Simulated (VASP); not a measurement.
Crystal: HfO2.

```
CELL_PARAMETERS angstrom
0.00000 2.54034 2.54034
2.54034 0.00000 2.54034
2.54034 2.54034 0.00000
ATOMIC_POSITIONS crystal
Hf 0.00000 0.00000 0.00000
O 0.75000 0.75000 0.75000
O 0.25000 0.25000 0.25000
```

Program: VASP 6.6.1. Alike in all runs: task single point; cell as given; cutoff (eV) 520; smearing fermi-dirac 0.05 eV.

Problem. Order these runs on this cell by their pressure, lowest first.
A. level PBEsol; potentials or basis VASP PAW PBE potentials, release 64 (Hf_pv, O); spin off; k mesh 9 × 9 × 9
B. level LDA; potentials or basis VASP PAW LDA potentials, release 64 (Hf_pv, O); spin non-collinear, zero start, SOC; k mesh 9 × 9 × 9
C. level BLYP+D4; potentials or basis VASP PAW PBE potentials, release 64 (Hf_pv, O); spin off; k mesh 9 × 9 × 9
D. level r2SCAN; potentials or basis VASP PAW PBE potentials, release 64 (Hf_pv, O); spin off; k mesh 9 × 9 × 9
E. level PBE+D3(BJ); potentials or basis VASP PAW PBE potentials, release 64 (Hf_pv, O); spin non-collinear, zero start, SOC; k mesh 7 × 7 × 7

Solution. B (-14.9 GPa), A (-9.1 GPa), D (-7.3 GPa), E (-4.7 GPa), C (-0.2 GPa).

Caveats: the PAW data sets were made with another functional, which shifts forces and pressure a little (some runs).
